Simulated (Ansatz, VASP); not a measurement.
## One calculation of Cd, two programs

```xyz
2
Lattice="0.0000 3.3948 3.3948 3.3948 0.0000 3.3948 3.3948 3.3948 0.0000" Properties=species:S:1:pos:R:3 pbc="T T T"
Cd    0.0000    0.0000    0.0000
Cd    1.6974    1.6974    1.6974
```

Change from the starting cell: volume scaled by 1.05, PAW files.

Alike in both runs: task electric field gradients; functional PBE; k mesh 9 × 9 × 9; occupations fermi-dirac, width 0.08 eV; no spin polarisation.

|  | VASP | Ansatz |
| --- | --- | --- |
| version | VASP 6.6.1 | Ansatz 0.2.0 |
| potentials or method | VASP PAW PBE potentials, release 64 (Cd) | PAW with Ansatz's default frozen-core files, scalar-relativistic |
| plane-wave cutoff (eV) | 520 | 420 |
| valence electrons in the cell | 24 | 40 |

VASP gave:

```
pressure (GPa) : -0.5
```

Task: Which values does Ansatz return?

Result: Pressure (GPa): -0.6.

The functional is the same, so the differences come from potentials, cutoffs and numerics. VASP's potentials hold 24 valence electrons a cell and Ansatz's 40, so a difference there can come from the potentials and not from the codes.
